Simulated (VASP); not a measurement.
Sb:

```
Sb
1.0
     4.43527    0.00000    0.00000
     0.00000    4.33085    0.00000
    -1.29356    0.00000    6.23443
Sb
4
Direct
  0.33993 0.25000 0.68367
  0.93664 0.75000 0.76276
  0.06336 0.25000 0.23724
  0.66007 0.75000 0.31633
```

Base run:

- Program: VASP 6.6.1
- Functional: PBEsol
- Potentials or basis: VASP PAW PBE potentials, release 64 (Sb_d_GW)
- Cutoff: 500 eV
- k mesh: 6 × 6 × 4
- Occupations: fermi-dirac, width 0.05 eV
- Spin: no spin polarisation

Its results: band gap on the k mesh zero (band 30 reaches 5.38 eV, above the bottom of band 31 at 4.65 eV); pressure 0.8 GPa; largest force 0.369 eV/Å.

Problem. The run is repeated on the same cell with these changes: functional from PBEsol to LDA; potentials or basis from VASP PAW PBE potentials, release 64 (Sb_d_GW) to VASP PAW LDA potentials, release 64 (Sb_d_GW). What comes out?

Solution. Band gap on the k mesh zero (band 30 reaches 5.30 eV, above the bottom of band 31 at 4.60 eV); pressure -0.4 GPa; largest force 0.271 eV/Å.

Caveats: spin-orbit coupling is left out, which moves the levels of the heavy elements; the PAW data sets were made with another functional, which shifts forces and pressure a little (some runs).
